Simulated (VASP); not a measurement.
Runs of VASP 6.6.1 on Mn. The structure is that of space group P6/mmm (No. 191), or close to it. The cells are those of the table. This isn't the form of Mn at room conditions, which is a 58-atom cubic cell.

```tsv
cell	k mesh	gap on the mesh (eV)	pressure (GPa)
a = 3.751, b = 3.751, c = 2.355 Å, angles 90.0, 90.0, 120.0°, 3 atoms	11 × 11 × 15	none	30.4
a = 3.857, b = 3.857, c = 2.421 Å, angles 90.0, 90.0, 120.0°, 3 atoms	11 × 11 × 15	none	0.1
a = 3.857, b = 3.857, c = 2.421 Å, angles 90.0, 90.0, 120.0°, 3 atoms	12 × 12 × 17	none	0.1
a = 3.908, b = 3.908, c = 2.453 Å, angles 90.0, 90.0, 120.0°, 3 atoms	11 × 11 × 15	none	(b)
a = 3.857, b = 3.857, c = 2.421 Å, angles 90.0, 90.0, 120.0°, 3 atoms	9 × 9 × 13	none	(a)
a = 3.805, b = 3.805, c = 2.388 Å, angles 90.0, 90.0, 120.0°, 3 atoms	11 × 11 × 15	none	13.6
a = 3.957, b = 3.957, c = 2.484 Å, angles 90.0, 90.0, 120.0°, 3 atoms	11 × 11 × 15	none	-19.6
a = 3.696, b = 3.696, c = 2.320 Å, angles 90.0, 90.0, 120.0°, 3 atoms	11 × 11 × 15	none	51.3
```

Alike in all rows: task single point; level PBEsol; potentials or basis VASP PAW PBE potentials, release 64 (Mn_pv); no spin polarisation; cutoff (eV) 520; smearing fermi-dirac 0.1 eV.

Question: Fill in the values left out.

Answer: (a) 0.2; (b) -10.8.

Caveats: the PAW data sets were made with another functional, which shifts forces and pressure a little; the run has no spin polarisation, though such a crystal can be magnetic; the cell stands under pressure (at least some runs); the cell stands under tension (at least some runs).

A gap of «none» marks levels without a gap at the run's occupations.
